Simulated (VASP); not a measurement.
# Sb (R-3m) in VASP: a series of runs

Aim: see how the results for Sb move with the level of theory and the settings. Levels: BLYP, PBE0, PBE exchange alone, PBE. Tasks: single point.

Everything below comes from runs of VASP 6.6.1. Logs are shortened: lines on timing, memory, paths and dates and some standing lists are left out, and cuts for length are marked.

## Step 1: The cell of the first run

It takes space group R-3m (No. 166, trigonal). Conventional cell: a = 4.308 Å, b = 4.308 Å, c = 11.274 Å, α = 90.00°, β = 90.00°, γ = 120.00°. Sb (site symmetry 3m) has 6 Sb at 2.91 to 3.35 Å within 3.8 Å.

## Step 2: Single point, BLYP

Contents of INCAR:

```
SYSTEM = Sb
PREC     = Accurate       ! precision mode
ENCUT    = 500            ! plane-wave cutoff, eV
EDIFF    = 1E-6           ! SCF threshold, eV
ISMEAR   = -1             ! smearing method
SIGMA    = 0.05           ! smearing width, eV
LREAL    = .False.        ! projectors in reciprocal space
LASPH    = .True.         ! aspherical terms in the spheres
NELM     = 120            ! most SCF steps
ALGO     = Normal         ! electronic algorithm
ISIF     = 2              ! what is computed and relaxed
LWAVE    = .False.        ! write WAVECAR
LCHARG   = .True.         ! write CHGCAR
GGA      = B5             ! functional
ALDAX    = 1.0          
AGGAX    = 1.0          
AGGAC    = 1.0          
ALDAC    = 0.0          
LELF     = .True.         ! ELF
LVHAR    = .True.       
NBANDS   = 22             ! bands
GGA_COMPAT= .False.
```

Contents of KPOINTS:

```
Automatic mesh
0
Gamma
  8 8 8
  0 0 0
```

Contents of POSCAR:

```
Sb
1.0
    2.1542000000      1.2437279499      3.7580000000
   -2.1542000000      1.2437279499      3.7580000000
    0.0000000000     -2.4874558998      3.7580000000
Sb
2
Direct
    0.7665100000      0.7665100000      0.7665100000
    0.2334900000      0.2334900000      0.2334900000
```

Potentials or basis: VASP PAW PBE potentials, release 64 (Sb_d_GW).

The run is started by

```console
> cat potpaw_PBE.64/Sb_d_GW/POTCAR > POTCAR
> mpirun -np 1 vasp_std > vasp.out
```

OUTCAR:

```text
SYSTEM = Sb
   PREC = Accurate
   ENCUT = 500
   EDIFF = 1E-6
   ISMEAR = -1
   LREAL = .False.
   LASPH = .True.
   NELM = 120
   ISIF = 2
   GGA = B5

 ion  position               nearest neighbor table
   1  0.767  0.767  0.767-   2 2.91   2 2.91   2 2.91   2 3.35   2 3.35   2 3.35
   2  0.233  0.233  0.233-   1 2.91   1 2.91   1 2.91   1 3.35   1 3.35   1 3.35

  LATTYP: Found a trigonal (rhomboedric) cell.
 ALAT       =     4.5066618304
 COS(alpha) =     0.5430253624

  Lattice vectors:

 A1 = (   2.1542000000,   1.2437279499,   3.7580000000)
 A2 = (  -2.1542000000,   1.2437279499,   3.7580000000)
 A3 = (   0.0000000000,  -2.4874558998,   3.7580000000)

Analysis of symmetry for initial positions (statically):
=====================================================================
 Subroutine PRICEL returns:
 Original cell was already a primitive cell.

 Routine SETGRP: Setting up the symmetry group for a
 trigonal (rhombohedral) supercell.

 Subroutine GETGRP returns: Found 12 space group operations
 (whereof 12 operations were pure point group operations)
 out of a pool of 12 trial point group operations.

The static configuration has the point symmetry D_3d.

Analysis of symmetry for dynamics (positions and initial velocities):
=====================================================================
 Subroutine PRICEL returns:
 Original cell was already a primitive cell.

 Routine SETGRP: Setting up the symmetry group for a
 trigonal (rhombohedral) supercell.

 Subroutine GETGRP returns: Found 12 space group operations
 (whereof 12 operations were pure point group operations)
 out of a pool of 12 trial point group operations.

The dynamic configuration has the point symmetry D_3d.

 Subroutine INISYM returns: Found 12 space group operations
 (whereof 12 operations are pure point group operations),
 and found     1 'primitive' translations

----------------------------------------------------------------------------------------

                                     Primitive cell

  volume of cell :      60.4115

  direct lattice vectors                    reciprocal lattice vectors
     2.154200000  1.243727950  3.758000000     0.232104726  0.134005726  0.088699663
    -2.154200000  1.243727950  3.758000000    -0.232104726  0.134005726  0.088699663
     0.000000000 -2.487455900  3.758000000     0.000000000 -0.268011452  0.088699663

  length of vectors
     4.506661830  4.506661830  4.506661830     0.282307932  0.282307932  0.282307932

  position of ions in fractional coordinates (direct lattice)
     0.766510000  0.766510000  0.766510000
     0.233490000  0.233490000  0.233490000

  ion indices of the primitive-cell ions
   primitive index   ion index
                 1           1
                 2           2

----------------------------------------------------------------------------------------

 KPOINTS: Automatic mesh

Automatic generation of k-mesh.
 Grid dimensions read from file:
 generate k-points for:    8    8    8

 Generating k-lattice:

  Cartesian coordinates                     Fractional coordinates (reciprocal lattice)
     0.029013091  0.016750716  0.011087458     0.125000000  0.000000000  0.000000000
    -0.029013091  0.016750716  0.011087458     0.000000000  0.125000000  0.000000000
     0.000000000 -0.033501431  0.011087458     0.000000000  0.000000000  0.125000000

  Length of vectors
     0.035288491  0.035288491  0.035288491

  Shift w.r.t. Gamma in fractional coordinates (k-lattice)
     0.000000000  0.000000000  0.000000000

 Subroutine IBZKPT returns following result:
 ===========================================

 Found     65 irreducible k-points:

 Following reciprocal coordinates:
            Coordinates               Weight
  0.000000  0.000000  0.000000      1.000000
  0.125000 -0.000000  0.000000      6.000000
  0.250000 -0.000000  0.000000      6.000000
  0.375000 -0.000000 -0.000000      6.000000
  0.500000 -0.000000  0.000000      3.000000
  0.125000  0.125000  0.000000      6.000000
[... 16 lines left out ...]
  0.250000  0.125000  0.125000      6.000000
  0.375000  0.125000  0.125000      6.000000
 [... further k-points ...]
   k-points           NKPTS =     65   k-points in BZ     NKDIM =     65   number of bands    NBANDS=     22
   number of dos      NEDOS =    301   number of ions     NIONS =      2
   total plane-waves  NPLWV =  46656
   dimension x,y,z NGX =    36 NGY =   36 NGZ =   36
   dimension x,y,z NGXF=    72 NGYF=   72 NGZF=   72
   ions per type =               2
   NGX,Y,Z   is equivalent  to a cutoff of  13.28, 13.28, 13.28 a.u.
   NGXF,Y,Z  is equivalent  to a cutoff of  26.56, 26.56, 26.56 a.u.
 SYSTEM =  Sb
   PREC   = accura    normal or accurate (medium, high low for compatibility)
   ISTART =      0    job   : 0-new  1-cont  2-samecut
   ICHARG =      2    charge: 1-file 2-atom 10-const
   ISPIN  =      1    spin polarized calculation?
   LNONCOLLINEAR =      F non collinear calculations
   LSORBIT =      F    spin-orbit coupling
   LASPH  =      T    aspherical Exc in radial PAW
   ENCUT  =  500.0 eV  36.75 Ry    6.06 a.u.   8.22  8.22  8.22*2*pi/ulx,y,z
   NELM   =    120;   NELMIN=  2; NELMDL= -5     # of ELM steps
   EDIFF  = 0.1E-05   stopping-criterion for ELM
   LREAL  =      F    real-space projection
   EDIFFG = 0.1E-04   stopping-criterion for IOM
   NSW    =      0    number of steps for IOM
   IBRION =     -1    ionic relax: 0-MD 1-quasi-New 2-CG
   NFREE  =      0    steps in history (QN), initial steepest desc. (CG)
   ISIF   =      2    stress and relaxation
   ISYM   =      2    0-nonsym 1-usesym 2-fastsym
   POTIM  = 0.5000    time-step for ionic-motion
   TEBEG  =    0.0;   TEEND  =   0.0 temperature during run
   PSTRESS=    0.0 pullay stress
   NELECT =      30.0000    total number of electrons
   NUPDOWN=      -1.0000    fix difference up-down
   EMIN   =  10.00;   EMAX   =-10.00  energy-range for DOS
   EFERMI =   0.00;   METHOD = LEGACY
   ISMEAR =    -1;   SIGMA  =   0.05  broadening in eV -4-tet -1-fermi 0-gaus
   EFERMI_NEDOS =   21; number of points for ismear=-14 and -15
   IALGO  =     38    algorithm
   IMIX   =      4    mixing-type and parameters
     AMIX     =   0.40;   BMIX     =  1.00
     AMIX_MAG =   1.60;   BMIX_MAG =  1.00
  volume/ion in A,a.u.               =      30.21       203.84
  Fermi-wavevector in a.u.,A,eV,Ry     =   1.296409  2.449858 22.866996  1.680677
  Thomas-Fermi vector in A             =   2.427867
   LORBIT       =      0    0 simple, 1 ext, 2 COOP (PROOUT), +10 PAW based schemes
   GGA     = B5    functional components
   LHFCALC =     F    Hartree Fock is set to
   AEXX    =    0.0000 exact exchange contribution
   IVDW    =     0    specifies the selected vdW correction
   LEPSILON=     F    determine dielectric tensor
   LRPA    =     F    only Hartree local field effects (RPA)
 non-spin polarized calculation
  energy-cutoff  :      500.00
  volume of cell :       60.41
 maximum number of plane-waves:      1552
 NGX is ok and might be reduce to    36
   NGX = 17   NGY = 17   NGZ = 17

 number of electron      30.0000008 magnetization

 Free energy of the ion-electron system (eV)
  ---------------------------------------------------
  ext. energy  EPLUGINS =         0.00000000
  ---------------------------------------------------
  free energy    TOTEN  =        -6.74409430 eV

  energy without entropy =       -6.74102404  energy(sigma->0) =       -6.74255917

 E-fermi :   5.9293     XC(G=0):  -9.2525

 val. band max:        5.9080461216   @ k =   0.3750   0.2500   0.2500
 cond. band min:       5.9511255344   @ k =   0.3750   0.1250   0.1250
 fundamental gap:      0.0430794128
 Fermi energy:         5.9292902186

 k-point     1 :       0.0000    0.0000    0.0000
  band No.  band energies     occupation
      1     -23.5903      2.00000
      2     -23.5903      2.00000
      3     -23.4994      2.00000
      4     -23.4994      2.00000
      5     -23.4728      2.00000
      6     -23.3848      2.00000
[... 14 lines left out ...]
     21      11.3040      0.00000
     22      12.8898      0.00000

 k-point     2 :       0.1250   -0.0000    0.0000
  band No.  band energies     occupation
      1     -23.5841      2.00000
      2     -23.5812      2.00000
      3     -23.4963      2.00000
      4     -23.4942      2.00000
      5     -23.4691      2.00000
      6     -23.3889      2.00000
[... 14 lines left out ...]
     21      11.3161      0.00000
     22      13.9218      0.00000

 k-point     3 :       0.2500   -0.0000    0.0000
  band No.  band energies     occupation
      1     -23.5676      2.00000
      2     -23.5557      2.00000
      3     -23.4887      2.00000
      4     -23.4798      2.00000
      5     -23.4580      2.00000
      6     -23.4006      2.00000
[... 14 lines left out ...]
     21      12.1597      0.00000
     22      16.0492      0.00000

 k-point     4 :       0.3750   -0.0000   -0.0000
  band No.  band energies     occupation
      1     -23.5480      2.00000
      2     -23.5190      2.00000
      3     -23.4805      2.00000
      4     -23.4596      2.00000
      5     -23.4429      2.00000
      6     -23.4220      2.00000
[... 14 lines left out ...]
     21      13.6647      0.00000
     22      16.1525      0.00000

 k-point     5 :       0.5000   -0.0000    0.0000
  band No.  band energies     occupation
      1     -23.5385      2.00000
      2     -23.4916      2.00000
      3     -23.4755      2.00000
      4     -23.4526      2.00000
      5     -23.4421      2.00000
      6     -23.4332      2.00000
[... 417 lines left out ...]
 k-point    22 :       0.1250    0.1250    0.1250
  band No.  band energies     occupation
      1     -23.5842      2.00000
      2     -23.5842      2.00000
      3     -23.4970      2.00000
      4     -23.4970      2.00000
      5     -23.4704      2.00000
      6     -23.3867      2.00000
[... 14 lines left out ...]
     21      11.4087      0.00000
     22      13.7067      0.00000

 k-point    23 :       0.2500    0.1250    0.1250
  band No.  band energies     occupation
      1     -23.5788      2.00000
      2     -23.5688      2.00000
      3     -23.4919      2.00000
      4     -23.4913      2.00000
      5     -23.4658      2.00000
      6     -23.3914      2.00000
[... 14 lines left out ...]
     21      12.2021      0.00000
     22      13.6700      0.00000

 k-point    24 :       0.3750    0.1250    0.1250
  band No.  band energies     occupation
      1     -23.5570      2.00000
      2     -23.5498      2.00000
      3     -23.4823      2.00000
      4     -23.4782      2.00000
      5     -23.4566      2.00000
      6     -23.4006      2.00000
[... 14 lines left out ...]
     21      13.3470      0.00000
     22      15.1448      0.00000

 [... further k-points ...]

------------------------ aborting loop because EDIFF is reached ----------------------------------------

  FORCE on cell =-STRESS in cart. coord.  units (eV):
  Direction    XX          YY          ZZ          XY          YZ          ZX
  --------------------------------------------------------------------------------------
  -------------------------------------------------------------------------------------
  Total        2.6429119      2.6429119      2.4795230      0.0000000     -0.0000000      0.0000000
  in kB       70.0928682     70.0928682     65.7596173      0.0000000     -0.0000000      0.0000000
  external PRESSURE =      68.6484512 kB  Pullay stress =       0.0000000 kB

 VOLUME and BASIS-vectors are now :
 -----------------------------------------------------------------------------
  energy-cutoff  :      500.00
  volume of cell :       60.41
      direct lattice vectors                 reciprocal lattice vectors
     2.154200000  1.243727950  3.758000000     0.232104726  0.134005726  0.088699663
    -2.154200000  1.243727950  3.758000000    -0.232104726  0.134005726  0.088699663
     0.000000000 -2.487455900  3.758000000     0.000000000 -0.268011452  0.088699663

 POSITION                                       TOTAL-FORCE (eV/Angst)
 -----------------------------------------------------------------------------------
      0.00000      0.00000      8.64163         0.000000      0.000000     -0.142193
      0.00000      0.00000      2.63237         0.000000      0.000000      0.142193
 -----------------------------------------------------------------------------------
    total drift:                                0.000000     -0.000000      0.000000

  FREE ENERGIE OF THE ION-ELECTRON SYSTEM (eV)
  ---------------------------------------------------
  free  energy   TOTEN  =        -6.7440942980 eV

  energy  without entropy=       -6.7410240375  energy(sigma->0) =       -6.74255917
```

It took 75 s on 1 thread of AMD EPYC 9R45 (Zen 5), shared host; peak memory 0.22 GiB.

What came out:

| Item | Value |
| --- | --- |
| Free energy | -6.7441 eV |
| Pressure | 6.9 GPa |
| Largest force | 0.142 eV/Å |
| Band gap on the k mesh | zero (bands 15 and 16 overlap by 0.25 eV) |

Forces in eV/Å, atoms in the order of the input:
```
Sb   0.000  0.000 -0.142
Sb   0.000  0.000  0.142
```

Stress tensor (GPa, compression positive):
```
7.01 0.00 0.00
0.00 7.01 0.00
0.00 0.00 6.58
```

Levels at points of the mesh, in eV from the Fermi level:
```
           k point  band 12  band 13  band 14  band 15  band 16  band 17  band 18  band 19
(0.00, 0.00, 0.00)    -5.09    -2.19    -1.94    -1.94     2.00     2.55     2.55     5.27
(0.50, 0.00, 0.00)    -9.78    -2.04    -1.93    -0.42    -0.23     0.17     0.40     7.77
(0.50, 0.50, 0.00)    -8.18    -5.47    -3.83    -3.74     1.71     4.71     5.37     6.66
(0.50, 0.50, 0.50)    -9.13    -1.42    -1.42    -0.52     0.03     0.03     1.02     7.16
```

Caveat: the cell stands under pressure; the PAW data sets were made with another functional, which shifts forces and pressure a little; spin-orbit coupling is left out, which moves the levels of the heavy elements.

## Step 3: Single point, PBE0

This run uses another cell than the first one, of 31.41 Å³/atom.

Contents of POSCAR:

```
Sb
1.0
    2.1825479877      1.2600946682      3.8074530396
   -2.1825479877      1.2600946682      3.8074530396
    0.0000000000     -2.5201893365      3.8074530396
Sb
2
Direct
    0.7665100000      0.7665100000      0.7665100000
    0.2334900000      0.2334900000      0.2334900000
```

Contents of INCAR.step1:

```
SYSTEM = Sb
PREC = Accurate
ENCUT = 400
EDIFF = 1E-5
ISMEAR = -1
SIGMA = 0.05
LREAL = .False.
LASPH = .True.
NELM = 120
ALGO = Normal
ISIF = 2
LWAVE = .True.
GGA = PE
NBANDS = 22
GGA_COMPAT = .False.
```

Contents of INCAR.step2:

```
SYSTEM = Sb
PREC = Accurate
ENCUT = 400
EDIFF = 1E-6
ISMEAR = -1
SIGMA = 0.05
LREAL = .False.
LASPH = .True.
NELM = 120
ALGO = Normal
ISIF = 2
LWAVE = .False.
LCHARG = .True.
GGA = PE
LHFCALC = .True.
AEXX = 0.25
PRECFOCK = Normal
LELF = .True.
LVHAR = .True.
ISTART = 1
NBANDS = 22
GGA_COMPAT = .False.
```

Contents of KPOINTS:

```
Automatic mesh
0
Gamma
  4 4 4
  0 0 0
```

Potentials or basis: VASP PAW PBE potentials, release 64 (Sb_d_GW).

The run is started by

```console
> cat potpaw_PBE.64/Sb_d_GW/POTCAR > POTCAR
> cp INCAR.step1 INCAR
> mpirun -np 1 vasp_std > vasp.out
> cp INCAR.step2 INCAR
> mpirun -np 1 vasp_std > vasp.out
```

Run time: 14 min. Hardware: 1 thread of Intel Xeon 6975P-C (Granite Rapids), shared host; peak memory 0.19 GiB.

Results (log left out):

| Item | Value |
| --- | --- |
| Free energy | -11.0311 eV |
| Pressure | -2.0 GPa |
| Largest force | 0.568 eV/Å |
| Band gap on the k mesh | 0.95 eV (least direct gap 1.02 eV) |

Forces in eV/Å, atoms in the order of the input:
```
Sb   0.000  0.000  0.568
Sb   0.000  0.000 -0.568
```

Stress tensor (GPa, compression positive):
```
-1.91  0.00  0.00
 0.00 -1.91  0.00
 0.00  0.00 -2.13
```

Levels at points of the mesh, in eV from the valence-band top:
```tsv
k point	band 12	band 13	band 14	band 15	band 16	band 17	band 18	band 19
(0.00, 0.00, 0.00)	-5.09	-2.02	-1.72	-1.72	3.44	4.12	4.12	6.66
(0.50, 0.00, 0.00)	-10.33	-1.86	-1.74	-0.07	0.95	1.39	1.70	9.20
(0.50, 0.50, 0.00)	-8.54	-5.68	-3.84	-3.72	2.90	6.45	7.04	8.49
(0.50, 0.50, 0.50)	-9.64	-1.19	-1.19	0.00	1.29	1.29	2.09	8.60
```

Caveat: the k points lie up to 0.44 Å⁻¹ apart; the PAW data sets were made with another functional, which shifts forces and pressure a little; spin-orbit coupling is left out, which moves the levels of the heavy elements. A k mesh can miss the band edges.

## Step 4: Single point, PBE exchange alone

Contents of INCAR:

```
SYSTEM = Sb
AGGAC = 0.0
ALDAC = 0.0
ALGO = Normal
EDIFF = 1E-6
ENCUT = 500
GGA = PE
GGA_COMPAT = .False.
ISIF = 2
ISMEAR = -1
LASPH = .True.
LCHARG = .False.
LREAL = .False.
LWAVE = .False.
NBANDS = 22
NELM = 120
PREC = Accurate
SIGMA = 0.1
```

Contents of KPOINTS:

```
k-points
0
Gamma
  8 8 8
  0 0 0
```

Contents of POSCAR:

```
Sb
1.0
    2.1542000000      1.2437279499      3.7580000000
   -2.1542000000      1.2437279499      3.7580000000
    0.0000000000     -2.4874558998      3.7580000000
Sb
2
Direct
    0.7665100000      0.7665100000      0.7665100000
    0.2334900000      0.2334900000      0.2334900000
```

The run is started by

```console
> cat potpaw_PBE.64/Sb_d_GW/POTCAR > POTCAR
> mpirun -np 1 vasp_std > vasp.out
```

Wall time 37 s (1 thread of Intel Xeon 6975P-C (Granite Rapids), shared host); peak memory 0.25 GiB.

The run converged. Its results:

| Property | Result |
| --- | --- |
| Free energy | -5.2721 eV |
| Pressure | 12.3 GPa |
| Largest force | 0.317 eV/Å |
| Band gap on the k mesh | zero (bands 15 and 16 overlap by 0.25 eV) |

Forces in eV/Å, atoms in the order of the input:
```
Sb   0.000  0.000 -0.317
Sb   0.000  0.000  0.317
```

Stress tensor (GPa, compression positive):
```
12.47  0.00  0.00
 0.00 12.47  0.00
 0.00  0.00 11.96
```

Levels at points of the mesh, in eV from the Fermi level:
```tsv
k point	band 13	band 14	band 15	band 16	band 17	band 18
(0.00, 0.00, 0.00)	-2.15	-1.89	-1.89	2.04	2.60	2.60
(0.50, 0.00, 0.00)	-2.00	-1.90	-0.38	-0.18	0.22	0.44
(0.50, 0.50, 0.00)	-5.44	-3.80	-3.71	1.73	4.78	5.44
(0.50, 0.50, 0.50)	-1.38	-1.38	-0.46	0.07	0.07	1.07
```

Caveat: the cell stands under pressure; spin-orbit coupling is left out, which moves the levels of the heavy elements.

## Step 5: Single point, PBE

Contents of INCAR:

```
SYSTEM = Sb
  PREC = Accurate
  ENCUT = 520
  EDIFF = 1E-6
  ISMEAR = 0
  SIGMA = 0.05
  LREAL = .FALSE.
  LASPH = .TRUE.
  NELM = 60
  ALGO = Normal
  ISIF = 2
  LWAVE = .FALSE.
  LCHARG = .FALSE.
  GGA = PE
  NBANDS = 12
```

Contents of KPOINTS:

```
Automatic mesh
0
G
  6 6 6
  0 0 0
```

POSCAR is that of step 4.

Potentials or basis: VASP PAW PBE potentials, release 64 (Sb).

The run is started by

```console
> cat potpaw_PBE.64/Sb/POTCAR > POTCAR
> mpirun -np 1 vasp_std > vasp.out
```

Run time: 52 s. Hardware: 1 thread of Intel Xeon 8259CL, shared host; peak memory 0.17 GiB.

It converged, with:

```yaml
Free_energy: -8.2681 eV
Pressure: 2.9 GPa
Largest_force: 0.106 eV/Å
Band_gap_on_the_k_mesh: zero (bands 5 and 6 overlap by 0.27 eV)
```

Forces on the atoms (eV/Å):
```
Sb   0.000  0.000 -0.106
Sb   0.000  0.000  0.106
```

Stress tensor (GPa, compression positive):
```
2.98 0.00 0.00
0.00 2.98 0.00
0.00 0.00 2.62
```

Levels at points of the mesh, in eV from the Fermi level:
| k point | band 3 | band 4 | band 5 | band 6 | band 7 | band 8 |
| --- | --- | --- | --- | --- | --- | --- |
| (0.00, 0.00, 0.00) | -2.13 | -1.86 | -1.86 | 2.01 | 2.63 | 2.63 |
| (0.50, 0.00, 0.00) | -2.01 | -1.89 | -0.35 | -0.27 | 0.13 | 0.44 |
| (0.50, 0.50, 0.00) | -5.50 | -3.82 | -3.73 | 1.46 | 4.88 | 5.46 |
| (0.50, 0.50, 0.50) | -1.38 | -1.38 | -0.54 | 0.07 | 0.07 | 1.06 |

Caveat: spin-orbit coupling is left out, which moves the levels of the heavy elements.

(Part 1 of 2 ends here.)

The gap in the log of VASP goes by the Fermi energy; the results here count the filled bands.